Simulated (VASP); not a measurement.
# Cu6Ru (F-43m) in VASP: relaxation of cell and atoms with PBE

Aim: the relaxation of cell and atoms of Cu6Ru with PBE.

Everything below comes from runs of VASP 6.6.1. Logs are shortened: lines on timing, memory, paths and dates and some standing lists are left out, and cuts for length are marked.

### 1 The cell of the first run

It takes space group F-43m (No. 216, cubic). The conventional cell has a = 7.148 Å, b = 7.148 Å, c = 7.148 Å, α = 90.00°, β = 90.00°, γ = 90.00°. Cu (site symmetry 2mm) has 4 Cu at 2.06 Å and 2 Ru at 2.55 Å within 2.7 Å. Within 3.4 Å of Ru (site symmetry -43m) lie 12 Cu at 2.55 Å.

The cell was generated, and may not be a known phase.

### 2 Relaxation of cell and atoms, PBE

File INCAR:

```
  PREC = Accurate
  ENCUT = 600
  EDIFF = 1E-6
  ISMEAR = 0
  SIGMA = 0.2
  LREAL = F
  LASPH = T
  NELM = 80
  ALGO = Fast
  ISIF = 3
  LWAVE = F
  LCHARG = F
  GGA = PE
  IBRION = 2
  NSW = 36
  EDIFFG = -0.08
```

File KPOINTS:

```
Automatic mesh
0
Gamma
  4 4 4
```

File POSCAR:

```
Cu6Ru
1.0
    0.0000000000      3.5739715800      3.5739715800
    3.5739715800      0.0000000000      3.5739715800
    3.5739715800      3.5739715800      0.0000000000
Cu Ru
6 1
Direct
    0.2035127300      0.7964872700      0.7964872700
    0.7964872700      0.2035127300      0.2035127300
    0.7964872700      0.2035127300      0.7964872700
    0.2035127300      0.7964872700      0.2035127300
    0.7964872700      0.7964872700      0.2035127300
    0.2035127300      0.2035127300      0.7964872700
    0.7500000000      0.7500000000      0.7500000000
```

Potentials or basis: VASP PAW PBE potentials, release 64 (Cu, Ru_pv).

On the command line:

```bash
$ cat potpaw_PBE.64/Cu/POTCAR potpaw_PBE.64/Ru_pv/POTCAR > POTCAR
$ mpirun -np 1 vasp_std > vasp.out
```

OUTCAR:

```text
PREC = Accurate
   ENCUT = 600
   EDIFF = 1E-6
   ISMEAR = 0
   LREAL = F
   LASPH = T
   NELM = 80
   ISIF = 3
   GGA = PE
   IBRION = 2
   NSW = 36
   EDIFFG = -0.08

 ion  position               nearest neighbor table
   1  0.204  0.796  0.796-   3 2.06   4 2.06   5 2.06   6 2.06   7 2.55   7 2.55
   2  0.796  0.204  0.204-   3 2.06   4 2.06   5 2.06   6 2.06   7 2.55   7 2.55
   3  0.796  0.204  0.796-   1 2.06   2 2.06   5 2.06   6 2.06   7 2.55   7 2.55
   4  0.204  0.796  0.204-   1 2.06   2 2.06   5 2.06   6 2.06   7 2.55   7 2.55
   5  0.796  0.796  0.204-   1 2.06   2 2.06   3 2.06   4 2.06   7 2.55   7 2.55
   6  0.204  0.204  0.796-   1 2.06   2 2.06   3 2.06   4 2.06   7 2.55   7 2.55
   7  0.750  0.750  0.750-   6 2.55   6 2.55   5 2.55   2 2.55   4 2.55   5 2.55   2 2.55   3 2.55
                             1 2.55   1 2.55   4 2.55   3 2.55

  LATTYP: Found a face centered cubic cell.
 ALAT       =     7.1479431600

  Lattice vectors:

 A1 = (   0.0000000000,   3.5739715800,   3.5739715800)
 A2 = (   3.5739715800,   0.0000000000,   3.5739715800)
 A3 = (   3.5739715800,   3.5739715800,   0.0000000000)

Analysis of symmetry for initial positions (statically):
=====================================================================
 Subroutine PRICEL returns:
 Original cell was already a primitive cell.

 Routine SETGRP: Setting up the symmetry group for a
 face centered cubic supercell.

 Subroutine GETGRP returns: Found 24 space group operations
 (whereof 24 operations were pure point group operations)
 out of a pool of 48 trial point group operations.

The static configuration has the point symmetry T_d .

Analysis of symmetry for dynamics (positions and initial velocities):
=====================================================================
 Subroutine PRICEL returns:
 Original cell was already a primitive cell.

 Routine SETGRP: Setting up the symmetry group for a
 face centered cubic supercell.

 Subroutine GETGRP returns: Found 24 space group operations
 (whereof 24 operations were pure point group operations)
 out of a pool of 48 trial point group operations.

The dynamic configuration has the point symmetry T_d .

 Subroutine INISYM returns: Found 24 space group operations
 (whereof 24 operations are pure point group operations),
 and found     1 'primitive' translations

----------------------------------------------------------------------------------------

                                     Primitive cell

  volume of cell :      91.3026

  direct lattice vectors                    reciprocal lattice vectors
     0.000000000  3.573971580  3.573971580    -0.139900385  0.139900385  0.139900385
     3.573971580  0.000000000  3.573971580     0.139900385 -0.139900385  0.139900385
     3.573971580  3.573971580  0.000000000     0.139900385  0.139900385 -0.139900385

  length of vectors
     5.054359080  5.054359080  5.054359080     0.242314575  0.242314575  0.242314575

  position of ions in fractional coordinates (direct lattice)
     0.203512730  0.796487270  0.796487270
     0.796487270  0.203512730  0.203512730
     0.796487270  0.203512730  0.796487270
     0.203512730  0.796487270  0.203512730
     0.796487270  0.796487270  0.203512730
     0.203512730  0.203512730  0.796487270
     0.750000000  0.750000000  0.750000000

  ion indices of the primitive-cell ions
   primitive index   ion index
                 1           1
                 2           2
                 3           3
                 4           4
                 5           5
                 6           6
                 7           7

----------------------------------------------------------------------------------------

 KPOINTS: Automatic mesh

Automatic generation of k-mesh.
 Grid dimensions read from file:
 generate k-points for:    4    4    4

 Generating k-lattice:

  Cartesian coordinates                     Fractional coordinates (reciprocal lattice)
[... 24 lines left out ...]
 -0.250000  0.500000  0.250000      6.000000
   k-points           NKPTS =      8   k-points in BZ     NKDIM =      8   number of bands    NBANDS=     48
   number of dos      NEDOS =    301   number of ions     NIONS =      7
   total plane-waves  NPLWV =  64000
   dimension x,y,z NGX =    40 NGY =   40 NGZ =   40
   dimension x,y,z NGXF=    80 NGYF=   80 NGZF=   80
   ions per type =               6   1
   NGX,Y,Z   is equivalent  to a cutoff of  13.16, 13.16, 13.16 a.u.
   NGXF,Y,Z  is equivalent  to a cutoff of  26.31, 26.31, 26.31 a.u.
 SYSTEM =  unknown system
   PREC   = accura    normal or accurate (medium, high low for compatibility)
   ISTART =      0    job   : 0-new  1-cont  2-samecut
   ICHARG =      2    charge: 1-file 2-atom 10-const
   ISPIN  =      1    spin polarized calculation?
   LNONCOLLINEAR =      F non collinear calculations
   LSORBIT =      F    spin-orbit coupling
   LASPH  =      T    aspherical Exc in radial PAW
   ENCUT  =  600.0 eV  44.10 Ry    6.64 a.u.  10.09 10.09 10.09*2*pi/ulx,y,z
   NELM   =     80;   NELMIN=  2; NELMDL= -5     # of ELM steps
   EDIFF  = 0.1E-05   stopping-criterion for ELM
   LREAL  =      F    real-space projection
   EDIFFG = -.8E-01   stopping-criterion for IOM
   NSW    =     36    number of steps for IOM
   IBRION =      2    ionic relax: 0-MD 1-quasi-New 2-CG
   NFREE  =      1    steps in history (QN), initial steepest desc. (CG)
   ISIF   =      3    stress and relaxation
   ISYM   =      2    0-nonsym 1-usesym 2-fastsym
   POTIM  = 0.5000    time-step for ionic-motion
   TEBEG  =    0.0;   TEEND  =   0.0 temperature during run
   PSTRESS=    0.0 pullay stress
   NELECT =      80.0000    total number of electrons
   NUPDOWN=      -1.0000    fix difference up-down
   EMIN   =  10.00;   EMAX   =-10.00  energy-range for DOS
   EFERMI =   0.00;   METHOD = LEGACY
   ISMEAR =     0;   SIGMA  =   0.20  broadening in eV -4-tet -1-fermi 0-gaus
   EFERMI_NEDOS =   21; number of points for ismear=-14 and -15
   IALGO  =     68    algorithm
   IMIX   =      4    mixing-type and parameters
     AMIX     =   0.40;   BMIX     =  1.00
     AMIX_MAG =   1.60;   BMIX_MAG =  1.00
  volume/ion in A,a.u.               =      13.04        88.02
  Fermi-wavevector in a.u.,A,eV,Ry     =   1.566548  2.960347 33.389689  2.454073
  Thomas-Fermi vector in A             =   2.668860
   LORBIT       =      0    0 simple, 1 ext, 2 COOP (PROOUT), +10 PAW based schemes
   GGA     = PE    functional components
   LHFCALC =     F    Hartree Fock is set to
   AEXX    =    0.0000 exact exchange contribution
   IVDW    =     0    specifies the selected vdW correction
   LEPSILON=     F    determine dielectric tensor
   LRPA    =     F    only Hartree local field effects (RPA)
 conjugate gradient relaxation of ions
 non-spin polarized calculation
 RMM-DIIS sequential band-by-band and
 Gauss-broadening in eV      SIGMA  =   0.20
  energy-cutoff  :      600.00
  volume of cell :       91.30
 maximum number of plane-waves:      3071
   NGX = 21   NGY = 21   NGZ = 21

--------------------------------------- Ionic step        1  -------------------------------------------

 number of electron      80.0000001 magnetization

 Free energy of the ion-electron system (eV)
  ---------------------------------------------------
  ext. energy  EPLUGINS =         0.00000000
  ---------------------------------------------------
  free energy    TOTEN  =       -21.59381589 eV

  energy without entropy =      -21.55827836  energy(sigma->0) =      -21.57604713

------------------------ aborting loop because EDIFF is reached ----------------------------------------

  FORCE on cell =-STRESS in cart. coord.  units (eV):
  Direction    XX          YY          ZZ          XY          YZ          ZX
  --------------------------------------------------------------------------------------
  -------------------------------------------------------------------------------------
  Total       29.8856423     29.8856423     29.8856423      0.0000000      0.0000000      0.0000000
  in kB      524.4328601    524.4328601    524.4328601      0.0000000      0.0000000      0.0000000
  external PRESSURE =     524.4328601 kB  Pullay stress =       0.0000000 kB
[... 28 lines left out ...]
--------------------------------------- Ionic step        2  -------------------------------------------

 number of electron      80.0000056 magnetization

------------------------ aborting loop EDIFF was not reached (unconverged)  ----------------------------

  FORCE on cell =-STRESS in cart. coord.  units (eV):
  Direction    XX          YY          ZZ          XY          YZ          ZX
  --------------------------------------------------------------------------------------
  -------------------------------------------------------------------------------------
  Total       -8.3381181     -8.3381181     -8.3381181     -0.0000000      0.0000000      0.0000000
  in kB      -83.4238151    -83.4238151    -83.4238151     -0.0000000      0.0000000      0.0000000
  external PRESSURE =     -83.4238151 kB  Pullay stress =       0.0000000 kB
[... 63 lines left out ...]
  FREE ENERGIE OF THE ION-ELECTRON SYSTEM (eV)
  ---------------------------------------------------
  free  energy   TOTEN  =       -23.9661416321 eV

  energy  without entropy=      -23.7800353532  energy(sigma->0) =      -23.87308849

 E-fermi :   2.8349     XC(G=0):  -9.9929

 val. band max:        2.8336095776   @ k =  -0.2500   0.2500   0.0000
 cond. band min:       2.9101753039   @ k =   0.5000   0.5000   0.0000
 fundamental gap:      0.0765657263
 Fermi energy:         2.8348823499

 k-point     1 :       0.0000    0.0000    0.0000
  band No.  band energies     occupation
      1     -38.7458      2.00000
      2     -38.7458      2.00000
      3     -38.7458      2.00000
      4      -3.0456      2.00000
      5      -0.2642      2.00000
      6      -0.2641      2.00000
[... 397 lines left out ...]
     47       8.8234      0.00000
     48       9.5537      0.00000

[... ionic steps 4 to 10 ...]

--------------------------------------- Ionic step       11  -------------------------------------------

 number of electron      80.0000014 magnetization

------------------------ aborting loop because EDIFF is reached ----------------------------------------
[... 77 lines left out ...]
--------------------------------------- Ionic step       13  -------------------------------------------

 number of electron      79.9999963 magnetization

 Free energy of the ion-electron system (eV)
  ---------------------------------------------------
  ext. energy  EPLUGINS =         0.00000000
  ---------------------------------------------------
  free energy    TOTEN  =       -29.48174251 eV

  energy without entropy =      -29.32246906  energy(sigma->0) =      -29.40210578

 E-fermi :   6.4852     XC(G=0): -12.0138

 val. band max:        6.4805435433   @ k =   0.2500   0.0000   0.0000
 cond. band min:       6.5403564957   @ k =   0.5000   0.2500   0.0000
 fundamental gap:      0.0598129524
 Fermi energy:         6.4852230726

 k-point     1 :       0.0000    0.0000    0.0000
  band No.  band energies     occupation
      1     -35.2873      2.00000
      2     -35.2873      2.00000
      3     -35.2873      2.00000
      4      -1.6083      2.00000
      5       1.6074      2.00000
      6       1.6074      2.00000
[... 431 lines left out ...]
  FREE ENERGIE OF THE ION-ELECTRON SYSTEM (eV)
  ---------------------------------------------------
  free  energy   TOTEN  =       -29.4817425076 eV

  energy  without entropy=      -29.3224690599  energy(sigma->0) =      -29.40210578

 reached required accuracy - stopping structural energy minimisation
```

Run time: 8.4 min. Hardware: 1 thread of Intel Xeon 6975P-C (Granite Rapids), shared host; peak memory 0.27 GiB.

Results:

- Free energy: -29.4817 eV
- Relaxed volume: 13.83 Å³/atom
- Relaxed cell: a = 5.154 Å, b = 5.154 Å, c = 5.154 Å, α = 60.00°, β = 60.00°, γ = 60.00°
- Space group after relaxing (to 0.1 Å): Fm-3m (No. 225)
- Energy gained by relaxing: 1126.8 meV/atom
- Ionic steps: 13
- Pressure after relaxing: -0.7 GPa
- Largest force after relaxing: 0.057 eV/Å
- Band gap on the k mesh: zero (bands 40 and 41 overlap by 0.52 eV)

Forces in eV/Å, atoms in the order of the input:
```
Cu  -0.057  0.000  0.000
Cu   0.057  0.000  0.000
Cu   0.000 -0.057  0.000
Cu   0.000  0.057  0.000
Cu   0.000  0.000 -0.057
Cu   0.000  0.000  0.057
Ru   0.000  0.000  0.000
```

Step by step:
```csv
step,energy change (eV),largest force (eV/Å),pressure (GPa),volume (Å³)
1,0.0000,10.9119,52.44,91.30
2,-0.7338,0.2018,-8.34,160.14
3,-2.3723,0.2066,-18.10,153.77
4,-3.6777,0.0756,-19.58,142.30
5,-6.7123,0.3576,-14.40,114.92
6,-6.7531,2.0802,-0.40,102.66
7,-6.9960,0.8609,-9.72,109.29
8,-7.0091,1.0852,-8.29,107.67
9,-7.6320,0.9488,-1.25,98.42
10,-7.7398,0.7445,5.30,93.28
11,-7.8785,0.1167,2.28,94.47
12,-7.8797,0.0454,2.36,94.36
13,-7.8879,0.0573,-0.69,96.80
```

Final structure:
```xyz
7
Lattice="0.0000 3.6443 3.6443 3.6443 0.0000 3.6443 3.6443 3.6443 0.0000" Properties=species:S:1:pos:R:3 pbc="T T T"
Cu    5.4715    3.6443    3.6443
Cu    1.8170    3.6443    3.6443
Cu    3.6443    5.4715    3.6443
Cu    3.6443    1.8170    3.6443
Cu    3.6443    3.6443    5.4715
Cu    3.6443    3.6443    1.8170
Ru    5.4664    5.4664    5.4664
```

Levels at points of the mesh, in eV from the Fermi level:
```csv
k point,band 38,band 39,band 40,band 41,band 42,band 43
"(0.00, 0.00, 0.00)",0.21,0.35,0.35,0.77,0.77,0.77
"(0.50, 0.00, 0.00)",-0.55,-0.15,-0.15,1.42,1.42,1.57
"(0.50, 0.50, 0.00)",-0.81,-0.81,-0.26,0.31,0.31,2.02
```

Caveat: the k points lie up to 0.37 Å⁻¹ apart in the final cell, too coarse for converged energies and pressures of a metal; the relaxation stopped at a loose force limit of 0.08 eV/Å, so its end isn't a converged minimum.

The gap in the log of VASP goes by the Fermi energy; the results here count the filled bands.